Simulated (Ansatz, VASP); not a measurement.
# One calculation of Ag, two programs

```xyz
5
Lattice="2.9021 0.0000 0.0000 -1.4510 2.5133 0.0000 0.0000 0.0000 24.4781" Properties=species:S:1:pos:R:3 pbc="T T T"
Ag    1.4510    0.8378    7.5193
Ag    0.0000    1.6755    9.8935
Ag    0.0000    0.0000   12.2391
Ag    1.4510    0.8378   14.5847
Ag    0.0000    1.6755   16.9589
```

Alike in both runs: functional r2SCAN; k mesh 12 × 12 × 1; occupations gaussian, width 0.1 eV; no spin polarisation.

Ansatz relaxed the structure, and its values are those at the end. VASP's run is a single point on that final structure, the one shown.

|  | VASP | Ansatz |
| --- | --- | --- |
| version | VASP 6.6.1 | Ansatz 0.2.0 |
| potentials or method | VASP PAW PBE potentials, release 64 (Ag), cutoff 520 eV | scalar-relativistic, plane waves, PAW |
| valence electrons in the cell | 55 | 95 |

|  | VASP | Ansatz | Ansatz less VASP |
| --- | --- | --- | --- |
| gap on the k mesh at the Fermi level (eV) | none | none | - |
| rms of the force components (eV/Å) | 0.003 | 0.001 | -0.0021 |

VASP's potentials were made for PBE, not for r2SCAN. A gap of «none» marks a metal or a gap that the smearing closes. VASP's potentials hold 55 valence electrons a cell and Ansatz's 95, so a difference there can come from the potentials and not from the codes. Ansatz's warnings: xc potential rough in thin density.
